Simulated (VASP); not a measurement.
# Li8Nb8CuO24 (a cell with a defect) in VASP: further runs, part 3 of 3

VASP 6.6.1.

**5. Single point, PBE**

Input file INCAR:

```
  ALGO = Normal
  EDIFF = 1E-6
  ENCUT = 520
  GGA = PE
  ISIF = 2
  ISMEAR = -1
  LASPH = T
  LCHARG = F
  LREAL = Auto
  LWAVE = F
  NBANDS = 168
  NELECT = 282.0
  NELM = 60
  PREC = Accurate
  SIGMA = 0.01
```

Input file KPOINTS:

```
Automatic mesh
0
Gamma
  1 1 1
  0.25 0.25 0.25
```

Input file POSCAR:

```
Li8Nb8CuO24
1.0
    2.5949501400      1.4981951600      4.6722232500
   -5.1899002700      2.9963903200      9.3444465000
    0.0000000000     -5.9927806400      9.3444465000
Li Nb O Cu
8 8 24 1
Direct
    0.5750101056      0.4269861536      0.3166889710
    0.2405393484      0.1037350600      0.1106277131
    0.7249997664      0.3568766545      0.8602255286
    0.2343655247      0.1129948208      0.6176236216
    0.7313871224      0.8603845707      0.3574944211
    0.2249928715      0.6041906627      0.1102632190
    0.7247355723      0.8593879348      0.8616213951
    0.2225748395      0.6119475223      0.6061900806
    0.9785557300      0.5095828804      0.5088900882
    0.5473615313      0.2382565787      0.2427347488
    1.0169567478      0.5038125819      0.9925200301
    0.4836352639      0.2504160635      0.7624522830
    1.0083120927      0.9966710990      0.5035532104
    0.5046558554      0.7553607157      0.2477925667
    1.0101166013      0.9964808468      0.9985889233
    0.5012646520      0.7523350307      0.7523376793
    0.2774165076      0.3307818871      0.4428349497
    0.6601434672      0.4435883664      0.1278504389
    0.8987684775      0.1354868783      0.3182864964
    0.4059467755      0.0685079912      0.3856120080
    0.7940293753      0.1934606806      0.0623459626
    0.1709069777      0.3964812383      0.1828479327
    0.2908959657      0.3165849903      0.9465664554
    0.6353067102      0.4456438691      0.6441783282
    0.8969965511      0.1362363994      0.8223677147
    0.3947232340      0.0663589074      0.8922306601
    0.7761829338      0.1866193881      0.5845747164
    0.1381254902      0.3885444142      0.6993062010
    0.2800405027      0.8217165879      0.4467395215
    0.6477810877      0.9435246092      0.1409234789
    0.8888690559      0.6413342662      0.3230842610
    0.3771368868      0.5801114204      0.3942750528
    0.7790877045      0.6907644774      0.0739749122
    0.1467154465      0.8927632570      0.1933016779
    0.2882624522      0.8159986648      0.9451543868
    0.6464875669      0.9457488096      0.6398679265
    0.9030907186      0.6406763548      0.8162714214
    0.4002668330      0.5704811885      0.8851800961
    0.7792232656      0.6981108179      0.5707927968
    0.1472813003      0.8885682558      0.6947893978
    0.9473086863      0.3267889015      0.3994979182
```

Potentials or basis: VASP PAW PBE potentials, release 64 (Li_sv, Nb_sv, O, Cu).

Command:

```
> cat potpaw_PBE.64/Li_sv/POTCAR potpaw_PBE.64/Nb_sv/POTCAR potpaw_PBE.64/O/POTCAR potpaw_PBE.64/Cu/POTCAR > POTCAR
> mpirun -np 1 vasp_std > vasp.out
```

OUTCAR:

```text
EDIFF = 1E-6
   ENCUT = 520
   GGA = PE
   ISIF = 2
   ISMEAR = -1
   LASPH = T
   LREAL = Auto
   NELECT = 282.0
   NELM = 60
   PREC = Accurate

 ion  position               nearest neighbor table
   1  0.575  0.427  0.317-  18 1.79  32 1.82  17 1.88  41 2.18   9 2.68  10 2.74
   2  0.241  0.104  0.111-  30 2.01  19 2.07  23 2.07  34 2.24  26 2.28
   3  0.725  0.357  0.860-  21 2.02  28 2.04  38 2.08  23 2.25  24 2.26  25 2.27
   4  0.234  0.113  0.618-  25 2.02  36 2.02  17 2.12
   5  0.731  0.860  0.357-  20 2.04  34 2.06  39 2.07  31 2.26  30 2.26
[... 448 lines left out ...]
  Total       -1.4016858     -0.7131281     -1.8319366      2.8823199     -0.7506404     -1.0519452
  in kB       -5.1514443     -2.6208727     -6.7326925     10.5930379     -2.7587371     -3.8660854
  external PRESSURE =      -4.8350031 kB  Pullay stress =       0.0000000 kB

 VOLUME and BASIS-vectors are now :
 -----------------------------------------------------------------------------
  energy-cutoff  :      520.00
  volume of cell :      435.95
      direct lattice vectors                 reciprocal lattice vectors
     2.594950140  1.498195160  4.672223250     0.192681930  0.111244964  0.071343623
    -5.189900270  2.996390320  9.344446500    -0.096340965  0.055622482  0.035671811
     0.000000000 -5.992780640  9.344446500     0.000000000 -0.111244964  0.035671811

 POSITION                                       TOTAL-FORCE (eV/Angst)
 -----------------------------------------------------------------------------------
     -0.72389      0.24305      9.63581         0.042394     -0.022275     -0.032820
      0.08581      0.00824      3.12696        -0.007207     -0.010990      0.014286
      0.02918     -2.99961     14.76051        -0.015145     -0.004793     -0.004771
      0.02174     -3.01158      7.92223         0.025961     -0.012347      0.008551
     -2.56740      1.53142     14.79761         0.008004     -0.007354     -0.009244
     -2.55184      1.48669      7.72739         0.008503      0.010898     -0.025386
[... 33 lines left out ...]
     -4.22939     -1.28057     15.48373        -0.008105      0.051096     -0.023669
      0.76222      0.00434     11.21279        -0.206930     -0.059969      0.299403
 -----------------------------------------------------------------------------------
    total drift:                               -0.005370     -0.016220      0.008517

  FREE ENERGIE OF THE ION-ELECTRON SYSTEM (eV)
  ---------------------------------------------------
  free  energy   TOTEN  =      -327.3021082855 eV

  energy  without entropy=     -327.3021082855  energy(sigma->0) =     -327.30210829
```

stdout:

```text
POSCAR found type information on POSCAR LiNbO Cu
 POSCAR found :  4 types and      41 ions
 scaLAPACK will be used
 LDA part: xc-table for (Slater+PW92), standard interpolation
 POSCAR, INCAR and KPOINTS ok, starting setup
 FFT: planning ... GRIDC
 FFT: planning ... GRID_SOFT
 FFT: planning ... GRID
 WAVECAR not read
 entering main loop
 the old and the new charge density differ
 old charge density:   283.00000 new  282.00000
    0.549E+01
```

It took 8.8 min on 1 thread of Intel Xeon 8259CL, shared host; peak memory 0.65 GiB.

Results:

```yaml
Free_energy: -327.3021 eV
Largest_force: 0.369 eV/Å
```

Forces on the atoms (eV/Å):
```
Li   0.042 -0.022 -0.033
Li  -0.007 -0.011  0.014
Li  -0.015 -0.005 -0.005
Li   0.026 -0.012  0.009
Li   0.008 -0.007 -0.009
Li   0.009  0.011 -0.025
Li   0.014  0.034 -0.017
Li  -0.010  0.003  0.001
Nb  -0.009 -0.015  0.074
Nb   0.006 -0.005 -0.009
Nb   0.036 -0.024  0.036
Nb   0.009 -0.015  0.030
Nb  -0.044  0.045  0.031
Nb   0.026 -0.039 -0.004
Nb   0.015 -0.014  0.041
Nb   0.012  0.018  0.010
O   -0.009 -0.025 -0.010
O    0.008  0.035 -0.056
O   -0.037  0.015 -0.010
O   -0.013  0.022 -0.040
O    0.029  0.012 -0.031
O    0.023  0.041 -0.060
O   -0.019  0.009 -0.004
O    0.015  0.003  0.006
O   -0.013 -0.001 -0.019
O   -0.001 -0.010 -0.006
O   -0.010 -0.125 -0.017
O    0.007  0.002 -0.013
O    0.004  0.038 -0.021
O    0.024 -0.006 -0.016
O    0.011 -0.005  0.002
O    0.017  0.016 -0.014
O    0.018  0.002 -0.024
O    0.012  0.007 -0.024
O    0.008  0.017 -0.013
O    0.026  0.020  0.002
O   -0.010  0.003 -0.012
O   -0.021  0.003 -0.019
O    0.028 -0.004 -0.021
O   -0.008  0.051 -0.024
Cu  -0.207 -0.060  0.299
```

Caveat: the k points lie up to 1.14 Å⁻¹ apart, too coarse for converged energies, forces and pressures; the cell carries a net charge on a neutralising background, which shifts energy and pressure; the cell is charged against a uniform background, so pressure and absolute levels hang on convention; the cutoff is under 1.25 times the usual one of these potentials, so pressure, stress and relaxed cells hold a basis-set (Pulay) error.

**6. Single point, PBE**

Input file INCAR:

```
SYSTEM = Li8Nb8CuO24
PREC = Accurate
ENCUT = 520
EDIFF = 1E-6
ISMEAR = -1
SIGMA = 0.01
LREAL = Auto
LASPH = .TRUE.
NELM = 100
ALGO = Normal
ISIF = 2
LWAVE = .FALSE.
LCHARG = .FALSE.
GGA = PE
NELECT = 282.0
NBANDS = 168
```

KPOINTS is that of step 5.

Input file POSCAR:

```
Li8Nb8CuO24
1.0
    2.5949501400      1.4981951600      4.6722232500
   -5.1899002700      2.9963903200      9.3444465000
    0.0000000000     -5.9927806400      9.3444465000
Li Nb O Cu
8 8 24 1
Direct
    0.5826811234      0.4418690810      0.3196119449
    0.2435092817      0.1020467479      0.1038276474
    0.7352420288      0.3532270969      0.8587431465
    0.2290868669      0.1208464450      0.6076324451
    0.7366392488      0.8634106416      0.3556266738
    0.2220898779      0.6063301790      0.1158602160
    0.7132407071      0.8575440454      0.8733983048
    0.2278915446      0.6053311301      0.6042449349
    0.9823767083      0.5074472417      0.5038822900
    0.5569691675      0.2435199432      0.2452453043
    1.0318771255      0.5003991515      0.9910191688
    0.4991018655      0.2507534612      0.7506497423
    1.0119866599      0.9774210796      0.5256794411
    0.5055989991      0.7589805177      0.2457359844
    1.0097626991      0.9996103176      0.9974024793
    0.5132168752      0.7467315364      0.7548479508
    0.2878358201      0.3359429875      0.4361338593
    0.6694383557      0.4442095291      0.1330114492
    0.9084307667      0.1248111739      0.3232630540
    0.4115291300      0.0691991281      0.3939073846
    0.7929559954      0.1953172929      0.0658293210
    0.1819991695      0.4074842792      0.1768947152
    0.2914472736      0.3174699046      0.9443832477
    0.6373288988      0.4449204407      0.6411989031
    0.8980941815      0.1384725302      0.8202342786
    0.3964089936      0.0692750447      0.8887090032
    0.7907992966      0.1905986038      0.5743625033
    0.1438536303      0.3891880177      0.6948383850
    0.2874166937      0.8169565442      0.4509143823
    0.6454716798      0.9473644136      0.1414380329
    0.8883159043      0.6440498481      0.3208789766
    0.3570491945      0.5916731917      0.3951121093
    0.7775161635      0.6926876222      0.0745247433
    0.1481639673      0.8974816211      0.1902880898
    0.2857902409      0.8171365932      0.9476318382
    0.6344933120      0.9458007386      0.6441654082
    0.9036187925      0.6410172718      0.8165740653
    0.4087830768      0.5672985123      0.8849644124
    0.7694083072      0.6993254216      0.5727921531
    0.1364989585      0.8835873048      0.7051957647
    1.0253995485      0.2498434718      0.3396550489
```

Potentials or basis: VASP PAW PBE potentials, release 64 (Li_sv, Nb_sv, O, Cu).

Command:

```
> cat potpaw_PBE.64/Li_sv/POTCAR potpaw_PBE.64/Nb_sv/POTCAR potpaw_PBE.64/O/POTCAR potpaw_PBE.64/Cu/POTCAR > POTCAR
> mpirun -np 1 vasp_std > vasp.out
```

Wall time 9.3 min (1 thread of Intel Xeon 8259CL, shared host); peak memory 0.65 GiB.

The run converged. Its results:

```yaml
Free_energy: -326.8221 eV
Largest_force: 0.075 eV/Å
```

Forces on the atoms (eV/Å):
```
Li   0.039 -0.003 -0.012
Li  -0.008 -0.002 -0.001
Li  -0.006  0.000 -0.009
Li  -0.001  0.004  0.000
Li  -0.005 -0.001 -0.008
Li  -0.001  0.001  0.003
Li   0.001  0.005 -0.010
Li   0.003 -0.001  0.006
Nb  -0.001 -0.010  0.009
Nb   0.000  0.000  0.032
Nb  -0.001  0.017  0.022
Nb   0.009  0.019  0.044
Nb  -0.021  0.014  0.012
Nb  -0.006 -0.016  0.053
Nb  -0.005 -0.014  0.025
Nb  -0.020 -0.023  0.044
O    0.005  0.002 -0.024
O    0.013  0.011 -0.029
O    0.003 -0.022 -0.048
O    0.013  0.002  0.007
O    0.016  0.000 -0.007
O   -0.004  0.072  0.020
O    0.006  0.012 -0.021
O    0.013 -0.011 -0.026
O   -0.016 -0.003 -0.020
O   -0.014  0.002  0.004
O   -0.006 -0.038  0.003
O    0.003  0.011  0.003
O    0.019  0.014 -0.031
O    0.014 -0.003 -0.021
O   -0.014  0.003 -0.021
O   -0.049 -0.006  0.033
O    0.009 -0.010 -0.001
O    0.013  0.011  0.000
O    0.004  0.016 -0.020
O    0.014 -0.021 -0.022
O   -0.010 -0.001 -0.021
O   -0.016  0.014  0.003
O    0.014 -0.005  0.003
O    0.028  0.000  0.012
Cu  -0.036 -0.040  0.015
```

Levels at points of the mesh, in eV from the Fermi level:
| k point | band 138 | band 139 | band 140 | band 141 | band 142 | band 143 | band 144 | band 145 |
| --- | --- | --- | --- | --- | --- | --- | --- | --- |
| (0.25, 0.25, 0.25) | -1.39 | -0.99 | -0.83 | -0.42 | 1.67 | 1.75 | 1.87 | 1.92 |

Caveat: the k points lie up to 1.14 Å⁻¹ apart, too coarse for converged energies, forces and pressures; the cell carries a net charge on a neutralising background, which shifts energy and pressure; the cell is charged against a uniform background, so pressure and absolute levels hang on convention; the cutoff is under 1.25 times the usual one of these potentials, so pressure, stress and relaxed cells hold a basis-set (Pulay) error.
